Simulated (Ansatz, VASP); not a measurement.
Be3ZnSe4: VASP beside Ansatz

```
CELL_PARAMETERS angstrom
-2.65320 2.65320 5.30641
2.65320 -2.65320 5.30641
2.65320 2.65320 -5.30641
ATOMIC_POSITIONS crystal
Be 0.75000 0.25000 0.50000
Be 0.25000 0.75000 0.50000
Be 0.50000 0.50000 0.00000
Zn 0.00000 0.00000 0.00000
Se 0.37500 0.87500 0.00000
Se 0.87500 0.37500 0.00000
Se 0.62500 0.62500 0.50000
Se 0.12500 0.12500 0.50000
```

Alike in both runs: task relaxation of cell and atoms; functional PBE; k mesh 4 × 4 × 4; occupations gaussian, width 0.1 eV; no spin polarisation.

|  | VASP | Ansatz |
| --- | --- | --- |
| version | VASP 6.6.1 | Ansatz 0.2.0 |
| potentials or method | VASP PAW PBE potentials, release 64 (Be, Zn, Se), cutoff 600 eV | scalar-relativistic, plane waves, PAW |
| valence electrons in the cell | 42 | 82 |

Ansatz gave:

- gap on the k mesh at the Fermi level, each at its own relaxed structure (eV): 2.73
- relaxed volume (Å³/atom): 18.76
- relaxed cell length with the largest relative difference (Å): 6.499

Problem. Which values does VASP return?

Solution. gap on the k mesh at the Fermi level, each at its own relaxed structure (eV): 2.73; relaxed volume (Å³/atom): 18.80; relaxed cell length with the largest relative difference (Å): 6.508.

VASP's potentials hold 42 valence electrons a cell and Ansatz's 82, so a difference there can come from the potentials and not from the codes.
